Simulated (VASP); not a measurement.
Wanted: the native input for a VASP 6.6.1 run.

* Task: single point
* Functional: PBEsol
* Potentials or basis: VASP PAW PBE potentials, release 64 (Mo_sv, C)
* Cutoff: 600 eV
* k mesh: 4 × 4 × 4
* Occupations: gaussian, width 0.05 eV
* Spin: collinear spin
* Starting moments: [0.75, 0.04, 0.04, 0.04, 0.04, 0.04, 0.04, 0.0, 0.0, 0.0, 0.0, 0.0, 0.0, 0.0, 0.0, 0.0] μB
* Fixed moment: 2 μB
* Hubbard terms: Mo d U = 2.0 eV
* Dipole correction: no
* Further INCAR settings: ALGO = Normal; EDIFF = 1e-06; NBANDS = 55

The structure of MoC15 lies in POSCAR:

```
MoC15
1.0
    0.0000000000      3.5668800000      3.5668800000
    3.5668800000      0.0000000000      3.5668800000
    3.5668800000      3.5668800000      0.0000000000
Mo C
1 15
Direct
    1.0000000000      0.0000000000      0.0000000000
    0.0011991179      0.0011991179      0.4988008821
    0.0011991179      0.4988008821      0.0011991179
    0.0011991179      0.4988008821      0.4988008821
    0.4988008821      0.0011991179      0.0011991179
    0.4988008821      0.0011991179      0.4988008821
    0.4988008821      0.4988008821      0.0011991179
    0.5000000000      0.5000000000      0.5000000000
    0.1435774638      0.1435774638      0.1435774638
    0.1435774638      0.1435774638      0.5692676086
    0.1435774638      0.5692676086      0.1435774638
    0.1272634341      0.6242455220      0.6242455220
    0.5692676086      0.1435774638      0.1435774638
    0.6242455220      0.1272634341      0.6242455220
    0.6242455220      0.6242455220      0.1272634341
    0.6242455220      0.6242455220      0.6242455220
```

The input as run:

INCAR

```
PREC = Accurate ; ENCUT = 600
EDIFF = 1E-6 ; ISMEAR = 0
SIGMA = 0.05 ; LREAL = F
LASPH = T ; NELM = 200
ALGO = Normal ; ISIF = 2
LWAVE = F ; LCHARG = T
ISPIN = 2 ; MAGMOM = 0.75 0.04 0.04 0.04 0.04 0.04 0.04 0 0 0 0 0 0 0 0 0
LORBIT = 11 ; NUPDOWN = 2.0
LMAXMIX = 4 ; LDAU = T
LDAUTYPE = 2 ; LDAUL = 2 -1
LDAUU = 2 0 ; LDAUJ = 0 0
LDAUPRINT = 1 ; GGA = PS
LELF = T ; LVHAR = T
NBANDS = 55 ; GGA_COMPAT = F
```

KPOINTS

```
regular mesh
0
Gamma
  4 4 4
```

Potentials or basis: VASP PAW PBE potentials, release 64 (Mo_sv, C).

Run with:

```console
$ cat potpaw_PBE.64/Mo_sv/POTCAR potpaw_PBE.64/C/POTCAR > POTCAR
$ mpirun -np 1 vasp_std > vasp.out
```

Results of the run:

| Quantity | Value |
| --- | --- |
| Pressure | 73.7 GPa |
| Largest force | 0.269 eV/Å |
| Net moment | 2.00 μB per cell |
| Site moments | Mo +1.52; C +0.04, +0.00, -0.00 (each value once) μB |
| Valence electrons inside the program's atomic spheres | Mo 14.40; C 2.62, 2.58, 2.78, 2.55 (each value once) |

Caveat: the k points lie up to 0.38 Å⁻¹ apart; the moment is held away from its start; the PAW data sets were made with another functional, which shifts forces and pressure a little; the total moment is fixed, so each spin has its own Fermi level; the U is typed as a test and isn't derived for this compound.

Wall time 4.3 min on 1 thread of Intel Xeon 8259CL (shared host), peak memory 0.32 GiB.
